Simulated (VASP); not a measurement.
Runs of VASP 6.6.1 on C4N. The structure is that of space group Im-3m (No. 229), or close to it. The cells are those of the table. 

```csv
task,spin,cell,k mesh,cutoff (eV),gap on the mesh (eV),pressure (GPa),relaxed volume (Å³/atom)
single point,off,"a = 3.674 Å, angles 109.5°, 5 atoms",6 × 6 × 6,520,none,0.1,-
relaxation of cell and atoms,off,"relaxed from a = 4.246 Å, angles 109.5°, 5 atoms",6 × 6 × 6,600,none,0.0,7.64
single point,off,"a = 4.246 Å, angles 109.5°, 5 atoms",6 × 6 × 6,520,none,(a),-
single point,"collinear, ferromagnetic start","a = 4.246 Å, angles 109.5°, 5 atoms",6 × 6 × 6,520,none,-29.2,-
relaxation of cell and atoms,off,"relaxed from a = 3.674 Å, angles 109.5°, 5 atoms",12 × 12 × 12,600,none,0.0,(b)
```

Alike in all rows: level PBE+D3(BJ); potentials or basis VASP PAW PBE potentials, release 64 (C, N); smearing gaussian 0.1 eV.

Problem. Estimate the missing entries.

Solution. (a) -29.1; (b) 7.61.

Caveats: pairwise dispersion overbinds metals, which lowers pressure and volume; the volume moved by over 15 % at a fixed basis, so the end points are rough (some runs).

A gap of «none» marks levels without a gap at the run's occupations.
